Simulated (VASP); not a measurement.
# MnAg2 (Fm-3m) in VASP: further runs

The runs below take MnAg2 through single point, relaxation of cell and atoms, with PBE.

All numbers are computed with VASP 6.6.1; they aren't measurements. Logs are shortened: lines on timing, memory, paths and dates and some standing lists are left out, and cuts for length are marked.

## 1. The cell of the first run

The structure is cubic, space group Fm-3m (No. 225). The conventional cell has a = 6.244 Å, b = 6.244 Å, c = 6.244 Å, α = 90.00°, β = 90.00°, γ = 90.00°. Within 3.6 Å of Mn (site symmetry m-3m) lie 8 Ag at 2.70 Å. Ag (site symmetry -43m) has 4 Mn at 2.70 Å and 6 Ag at 3.12 Å within 3.6 Å.

## 2. Single point, PBE, collinear spin, ferromagnetic start

INCAR reads:

```
SYSTEM = MnAg2
PREC     = Accurate       ! precision mode
ENCUT    = 520            ! plane-wave cutoff, eV
EDIFF    = 1E-6           ! SCF threshold, eV
ISMEAR   = 0              ! smearing method
SIGMA    = 0.1            ! smearing width, eV
LREAL    = .False.        ! projectors in reciprocal space
LASPH    = .True.         ! aspherical terms in the spheres
NELM     = 150            ! most SCF steps
ALGO     = Normal         ! electronic algorithm
ISIF     = 2              ! what is computed and relaxed
LWAVE    = .False.        ! write WAVECAR
LCHARG   = .False.        ! write CHGCAR
ISPIN    = 2              ! spin polarisation
MAGMOM   = 3.97 0 0       ! initial moments
LORBIT   = 11             ! projections on sites
LMAXMIX  = 4              ! l up to which the mixer works
GGA      = PE             ! functional
NBANDS   = 28             ! bands
```

KPOINTS reads:

```
Automatic mesh
0
Gamma
  6 6 6
  0 0 0
```

POSCAR reads:

```
MnAg2
1.0
    0.0000000000      3.1219565329      3.1219565329
    3.1219565329      0.0000000000      3.1219565329
    3.1219565329      3.1219565329      0.0000000000
Mn Ag
1 2
Direct
    0.0000000000      0.0000000000      0.0000000000
    0.2500000000      0.2500000000      0.2500000000
    0.7500000000      0.7500000000      0.7500000000
```

Potentials or basis: VASP PAW PBE potentials, release 64 (Mn_pv, Ag).

Launch:

```sh
cat potpaw_PBE.64/Mn_pv/POTCAR potpaw_PBE.64/Ag/POTCAR > POTCAR
mpirun -np 1 vasp_std > vasp.out
```

OUTCAR:

```text
SYSTEM = MnAg2
   PREC = Accurate
   ENCUT = 520
   EDIFF = 1E-6
   ISMEAR = 0
   LREAL = .False.
   LASPH = .True.
   NELM = 150
   ISIF = 2
   ISPIN = 2
   LORBIT = 11
   GGA = PE

 ion  position               nearest neighbor table
   1  0.000  0.000  0.000-   3 2.70   3 2.70   3 2.70   2 2.70   3 2.70   2 2.70   2 2.70   2 2.70

   2  0.250  0.250  0.250-   1 2.70   1 2.70   1 2.70   1 2.70   3 3.12   3 3.12   3 3.12   3 3.12
                             3 3.12   3 3.12
   3  0.750  0.750  0.750-   1 2.70   1 2.70   1 2.70   1 2.70   2 3.12   2 3.12   2 3.12   2 3.12
                             2 3.12   2 3.12

  LATTYP: Found a face centered cubic cell.
 ALAT       =     6.2439130658

  Lattice vectors:

 A1 = (   0.0000000000,   3.1219565329,   3.1219565329)
 A2 = (   3.1219565329,   0.0000000000,   3.1219565329)
 A3 = (   3.1219565329,   3.1219565329,   0.0000000000)

Analysis of symmetry for initial positions (statically):
=====================================================================
 Subroutine PRICEL returns:
 Original cell was already a primitive cell.

 Routine SETGRP: Setting up the symmetry group for a
 face centered cubic supercell.

 Subroutine GETGRP returns: Found 48 space group operations
 (whereof 48 operations were pure point group operations)
 out of a pool of 48 trial point group operations.

The static configuration has the point symmetry O_h .

Analysis of symmetry for dynamics (positions and initial velocities):
=====================================================================
 Subroutine PRICEL returns:
 Original cell was already a primitive cell.

 Routine SETGRP: Setting up the symmetry group for a
 face centered cubic supercell.

 Subroutine GETGRP returns: Found 48 space group operations
 (whereof 48 operations were pure point group operations)
 out of a pool of 48 trial point group operations.

The dynamic configuration has the point symmetry O_h .

Analysis of structural, dynamic, and magnetic symmetry:
=====================================================================
 Subroutine PRICEL returns:
 Original cell was already a primitive cell.

 Routine SETGRP: Setting up the symmetry group for a
 face centered cubic supercell.

 Subroutine GETGRP returns: Found 48 space group operations
 (whereof 48 operations were pure point group operations)
 out of a pool of 48 trial point group operations.

The overall configuration has the point symmetry O_h .

 Subroutine INISYM returns: Found 48 space group operations
 (whereof 48 operations are pure point group operations),
 and found     1 'primitive' translations

----------------------------------------------------------------------------------------

                                     Primitive cell

  volume of cell :      60.8570

  direct lattice vectors                    reciprocal lattice vectors
     0.000000000  3.121956533  3.121956533    -0.160155977  0.160155977  0.160155977
     3.121956533  0.000000000  3.121956533     0.160155977 -0.160155977  0.160155977
     3.121956533  3.121956533  0.000000000     0.160155977  0.160155977 -0.160155977

  length of vectors
     4.415113270  4.415113270  4.415113270     0.277398290  0.277398290  0.277398290

  position of ions in fractional coordinates (direct lattice)
     0.000000000  0.000000000  0.000000000
     0.250000000  0.250000000  0.250000000
     0.750000000  0.750000000  0.750000000

  ion indices of the primitive-cell ions
   primitive index   ion index
                 1           1
                 2           2
                 3           3

----------------------------------------------------------------------------------------

 KPOINTS: Automatic mesh

Automatic generation of k-mesh.
 Grid dimensions read from file:
 generate k-points for:    6    6    6

 Generating k-lattice:

  Cartesian coordinates                     Fractional coordinates (reciprocal lattice)
    -0.026692663  0.026692663  0.026692663     0.166666667  0.000000000  0.000000000
     0.026692663 -0.026692663  0.026692663     0.000000000  0.166666667  0.000000000
     0.026692663  0.026692663 -0.026692663     0.000000000  0.000000000  0.166666667

  Length of vectors
     0.046233048  0.046233048  0.046233048

  Shift w.r.t. Gamma in fractional coordinates (k-lattice)
     0.000000000  0.000000000  0.000000000

 Subroutine IBZKPT returns following result:
 ===========================================

 Found     16 irreducible k-points:

 Following reciprocal coordinates:
            Coordinates               Weight
  0.000000  0.000000  0.000000      1.000000
  0.166667  0.000000  0.000000      8.000000
  0.333333  0.000000  0.000000      8.000000
  0.500000  0.000000  0.000000      4.000000
  0.166667  0.166667  0.000000      6.000000
  0.333333  0.166667  0.000000     24.000000
[... 8 lines left out ...]
 -0.333333  0.333333  0.166667     24.000000
 -0.333333  0.500000  0.166667     12.000000
   k-points           NKPTS =     16   k-points in BZ     NKDIM =     16   number of bands    NBANDS=     28
   number of dos      NEDOS =    301   number of ions     NIONS =      3
   total plane-waves  NPLWV =  46656
   dimension x,y,z NGX =    36 NGY =   36 NGZ =   36
   dimension x,y,z NGXF=    72 NGYF=   72 NGZF=   72
   ions per type =               1   2
   NGX,Y,Z   is equivalent  to a cutoff of  13.56, 13.56, 13.56 a.u.
   NGXF,Y,Z  is equivalent  to a cutoff of  27.11, 27.11, 27.11 a.u.
 SYSTEM =  MnAg2
   PREC   = accura    normal or accurate (medium, high low for compatibility)
   ISTART =      0    job   : 0-new  1-cont  2-samecut
   ICHARG =      2    charge: 1-file 2-atom 10-const
   ISPIN  =      2    spin polarized calculation?
   LNONCOLLINEAR =      F non collinear calculations
   LSORBIT =      F    spin-orbit coupling
   LASPH  =      T    aspherical Exc in radial PAW
   ENCUT  =  520.0 eV  38.22 Ry    6.18 a.u.   8.21  8.21  8.21*2*pi/ulx,y,z
   NELM   =    150;   NELMIN=  2; NELMDL= -5     # of ELM steps
   EDIFF  = 0.1E-05   stopping-criterion for ELM
   LREAL  =      F    real-space projection
   EDIFFG = 0.1E-04   stopping-criterion for IOM
   NSW    =      0    number of steps for IOM
   IBRION =     -1    ionic relax: 0-MD 1-quasi-New 2-CG
   NFREE  =      0    steps in history (QN), initial steepest desc. (CG)
   ISIF   =      2    stress and relaxation
   ISYM   =      2    0-nonsym 1-usesym 2-fastsym
   POTIM  = 0.5000    time-step for ionic-motion
   TEBEG  =    0.0;   TEEND  =   0.0 temperature during run
   PSTRESS=    0.0 pullay stress
   NELECT =      35.0000    total number of electrons
   NUPDOWN=      -1.0000    fix difference up-down
   EMIN   =  10.00;   EMAX   =-10.00  energy-range for DOS
   EFERMI =   0.00;   METHOD = LEGACY
   ISMEAR =     0;   SIGMA  =   0.10  broadening in eV -4-tet -1-fermi 0-gaus
   EFERMI_NEDOS =   21; number of points for ismear=-14 and -15
   IALGO  =     38    algorithm
   IMIX   =      4    mixing-type and parameters
     AMIX     =   0.40;   BMIX     =  1.00
     AMIX_MAG =   1.60;   BMIX_MAG =  1.00
  volume/ion in A,a.u.               =      20.29       136.89
  Fermi-wavevector in a.u.,A,eV,Ry     =   1.361426  2.572722 25.218131  1.853480
  Thomas-Fermi vector in A             =   2.488003
   LORBIT       =     11    0 simple, 1 ext, 2 COOP (PROOUT), +10 PAW based schemes
   GGA     = PE    functional components
   LHFCALC =     F    Hartree Fock is set to
   AEXX    =    0.0000 exact exchange contribution
   IVDW    =     0    specifies the selected vdW correction
   LEPSILON=     F    determine dielectric tensor
   LRPA    =     F    only Hartree local field effects (RPA)
 spin polarized calculation
 Gauss-broadening in eV      SIGMA  =   0.10
  energy-cutoff  :      520.00
  volume of cell :       60.86
 maximum number of plane-waves:      1676
 NGX is ok and might be reduce to    36
   NGX = 17   NGY = 17   NGZ = 17

 number of electron      35.0000010 magnetization       4.3091200

 Free energy of the ion-electron system (eV)
  ---------------------------------------------------
  ext. energy  EPLUGINS =         0.00000000
  ---------------------------------------------------
  free energy    TOTEN  =       -12.87174542 eV

  energy without entropy =      -12.86115851  energy(sigma->0) =      -12.86645197

 E-fermi :   5.9009     XC(G=0): -10.8035

 val. band max:        5.8677982355   @ k =   0.5000   0.3333   0.1667
 cond. band min:       5.9047829316   @ k =  -0.3333   0.5000   0.1667
 fundamental gap:      0.0369846961
 Fermi energy:         5.9009241506

 spin component 1

 k-point     1 :       0.0000    0.0000    0.0000
  band No.  band energies     occupation
      1     -44.4296      1.00000
      2     -44.4296      1.00000
      3     -44.4296      1.00000
      4      -1.0365      1.00000
      5       0.1991      1.00000
      6       0.1991      1.00000
[... 20 lines left out ...]
     27      13.9352      0.00000
[... 442 lines left out ...]
      5       0.4928      1.00000
      6       0.5553      1.00000
[... 20 lines left out ...]
     27      20.1433      0.00000
     28      20.4851      0.00000
 Fermi energy:         5.9009241506

 spin component 2

 k-point     1 :       0.0000    0.0000    0.0000
  band No.  band energies     occupation
      1     -40.2008      1.00000
      2     -40.2008      1.00000
      3     -40.2008      1.00000
      4      -0.7054      1.00000
      5       0.3886      1.00000
      6       0.3886      1.00000
[... 20 lines left out ...]
     27      14.6721      0.00000
[... 443 lines left out ...]
      6       0.7124      1.00000
[... 20 lines left out ...]
     27      20.3378      0.00000
     28      20.9152      0.00000

------------------------ aborting loop because EDIFF is reached ----------------------------------------

  FORCE on cell =-STRESS in cart. coord.  units (eV):
  Direction    XX          YY          ZZ          XY          YZ          ZX
  --------------------------------------------------------------------------------------
  -------------------------------------------------------------------------------------
  Total        0.0191285      0.0191285      0.0191285      0.0000000      0.0000000     -0.0000000
  in kB        0.5035955      0.5035955      0.5035955      0.0000000      0.0000000     -0.0000000
  external PRESSURE =       0.5035955 kB  Pullay stress =       0.0000000 kB

 VOLUME and BASIS-vectors are now :
 -----------------------------------------------------------------------------
  energy-cutoff  :      520.00
  volume of cell :       60.86
      direct lattice vectors                 reciprocal lattice vectors
     0.000000000  3.121956533  3.121956533    -0.160155977  0.160155977  0.160155977
     3.121956533  0.000000000  3.121956533     0.160155977 -0.160155977  0.160155977
     3.121956533  3.121956533  0.000000000     0.160155977  0.160155977 -0.160155977

 POSITION                                       TOTAL-FORCE (eV/Angst)
 -----------------------------------------------------------------------------------
      0.00000      0.00000      0.00000         0.000000      0.000000      0.000000
      1.56098      1.56098      1.56098         0.000000      0.000000      0.000000
      4.68293      4.68293      4.68293        -0.000000     -0.000000     -0.000000
 -----------------------------------------------------------------------------------
    total drift:                                0.000000      0.000000      0.000000

  FREE ENERGIE OF THE ION-ELECTRON SYSTEM (eV)
  ---------------------------------------------------
  free  energy   TOTEN  =       -12.8717454226 eV

  energy  without entropy=      -12.8611585106  energy(sigma->0) =      -12.86645197

 total charge

# of ion       s       p       d       tot
------------------------------------------
    1        0.323   6.180   4.925  11.428
    2        0.506   0.244   9.113   9.863
    3        0.506   0.244   9.113   9.863
--------------------------------------------------
tot          1.334   6.668  23.151  31.153

 magnetization (x)

# of ion       s       p       d       tot
------------------------------------------
    1        0.055   0.021   3.938   4.014
    2       -0.046   0.012   0.084   0.050
    3       -0.046   0.012   0.084   0.050
--------------------------------------------------
tot         -0.038   0.045   4.105   4.113
```

Run time: 68 s. Hardware: 1 thread of Intel Xeon 6975P-C, shared host; peak memory 0.26 GiB.

What came out:

- Free energy: -12.8717 eV
- Pressure: 0.1 GPa
- Net moment: 4.31 μB per cell
- Site moments: Mn +4.01; Ag +0.05 μB
- Valence electrons inside the program's atomic spheres: Mn 11.43; Ag 9.86

## 3. Relaxation of cell and atoms, PBE, collinear spin, ferromagnetic start

This run uses another cell than the first one, of 17.01 Å³/atom, 0.838 times its volume.

INCAR reads:

```
PREC = Accurate ; ENCUT = 600
EDIFF = 1E-6 ; ISMEAR = 0
SIGMA = 0.1 ; LREAL = False
LASPH = True ; NELM = 150
ALGO = Fast ; ISIF = 3
LWAVE = False ; LCHARG = False
ISPIN = 2 ; MAGMOM = 3.97 0 0
LORBIT = 11 ; LMAXMIX = 4
GGA = PE ; IBRION = 2
NSW = 90 ; EDIFFG = -0.04
```

KPOINTS reads:

```
Automatic mesh
0
Gamma
  6 6 6
```

POSCAR reads:

```
MnAg2
1.0
    0.0000000000      2.9438472629      2.9438472629
    2.9438472629      0.0000000000      2.9438472629
    2.9438472629      2.9438472629      0.0000000000
Mn Ag
1 2
Direct
    0.0000000000      0.0000000000      0.0000000000
    0.2500000000      0.2500000000      0.2500000000
    0.7500000000      0.7500000000      0.7500000000
```

Potentials or basis: VASP PAW PBE potentials, release 64 (Mn_pv, Ag).

Launch:

```sh
cat potpaw_PBE.64/Mn_pv/POTCAR potpaw_PBE.64/Ag/POTCAR > POTCAR
mpirun -np 1 vasp_std > vasp.out
```

It took 3.2 min on 1 thread of Intel Xeon 6975P-C, shared host; peak memory 0.27 GiB.

The run converged. Its results:

| Item | Value |
| --- | --- |
| Free energy | -12.8660 eV |
| Relaxed volume | 20.31 Å³/atom |
| Relaxed cell | a = 4.417 Å, b = 4.417 Å, c = 4.417 Å, α = 60.00°, β = 60.00°, γ = 60.00° |
| Space group after relaxing (to 0.05 Å) | Fm-3m (No. 225) |
| Energy gained by relaxing | 148.4 meV/atom |
| Ionic steps | 3 |
| Pressure after relaxing | 0.0 GPa |
| Net moment | 4.31 μB per cell |
| Site moments | Mn +4.01; Ag +0.05 μB |
| Valence electrons inside the program's atomic spheres | Mn 11.43; Ag 9.86 |

Step by step:
| step | energy change (eV) | largest force (eV/Å) | pressure (GPa) | volume (Å³) |
| --- | --- | --- | --- | --- |
| 1 | 0.0000 | 0.0000 | 16.64 | 51.02 |
| 2 | -0.3932 | 0.0000 | -3.56 | 65.22 |
| 3 | -0.4451 | 0.0000 | 0.00 | 60.93 |

Final structure:
```cif
data_structure
_symmetry_space_group_name_H-M 'P 1'
_symmetry_Int_Tables_number 1
_cell_length_a 4.4170
_cell_length_b 4.4170
_cell_length_c 4.4170
_cell_angle_alpha 60.000
_cell_angle_beta 60.000
_cell_angle_gamma 60.000
_cell_volume 60.93
loop_
_atom_site_label
_atom_site_type_symbol
_atom_site_fract_x
_atom_site_fract_y
_atom_site_fract_z
_atom_site_occupancy
Mn1 Mn 0.00000 0.00000 0.00000 1
Ag1 Ag 0.25000 0.25000 0.25000 1
Ag2 Ag 0.75000 0.75000 0.75000 1
```

Levels at points of the mesh, in eV from the Fermi level:
Spin up:
```csv
k point,band 15,band 16,band 17,band 18,band 19,band 20,band 21,band 22,band 23
"(0.00, 0.00, 0.00)",-2.60,-2.60,-2.60,-2.30,-2.30,6.12,6.12,6.12,7.97
"(0.50, 0.00, 0.00)",-3.02,-2.52,-2.52,-2.15,-2.15,-1.38,4.72,4.72,7.38
"(0.50, 0.50, 0.00)",-2.75,-2.68,-2.04,-2.04,-1.25,-1.13,1.00,1.00,4.11
```
Spin down:
| k point | band 12 | band 13 | band 14 | band 15 | band 16 | band 17 | band 18 | band 19 |
| --- | --- | --- | --- | --- | --- | --- | --- | --- |
| (0.00, 0.00, 0.00) | -4.01 | -3.37 | -3.37 | 0.17 | 0.17 | 0.17 | 1.45 | 1.45 |
| (0.50, 0.00, 0.00) | -4.38 | -4.38 | -3.36 | -2.87 | 0.68 | 0.68 | 1.36 | 1.36 |
| (0.50, 0.50, 0.00) | -3.85 | -3.40 | -2.15 | -1.12 | -0.18 | 1.12 | 1.22 | 1.22 |

Caveat: the volume moved by over 15 % at a fixed basis, so the end points are rough.
